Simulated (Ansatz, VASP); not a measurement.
# One calculation of H, two programs

```
H
1.0
    -1.86218    1.86218    2.29816
     1.86218   -1.86218    2.29816
     1.86218    1.86218   -2.29816
H
2
Direct
  0.91833 0.91833 0.00000
  0.08167 0.08167 0.00000
```

Alike in both runs: functional PBE; k mesh 8 × 8 × 8; no spin polarisation.

Ansatz relaxed the structure, and its values are those at the end. VASP's run is a single point on that final structure, the one shown.

|  | VASP | Ansatz |
| --- | --- | --- |
| version | VASP 6.6.1 | Ansatz 0.2.0 |
| potentials or method | VASP PAW PBE potentials, release 64 (H), cutoff 500 eV | scalar-relativistic, plane waves, PAW |
| occupations | gaussian, width 0.01 eV | fixed |
| valence electrons in the cell | 2 | 2 |

```tsv
	VASP	Ansatz	Ansatz less VASP
gap on the k mesh at the Fermi level (eV)	9.29	9.29	0.000
least direct gap on the mesh (eV)	9.75	9.75	0.000
pressure (GPa)	-0.2	0.0	+0.20
rms of the force components (eV/Å)	0.005	0.000	-0.0047
```
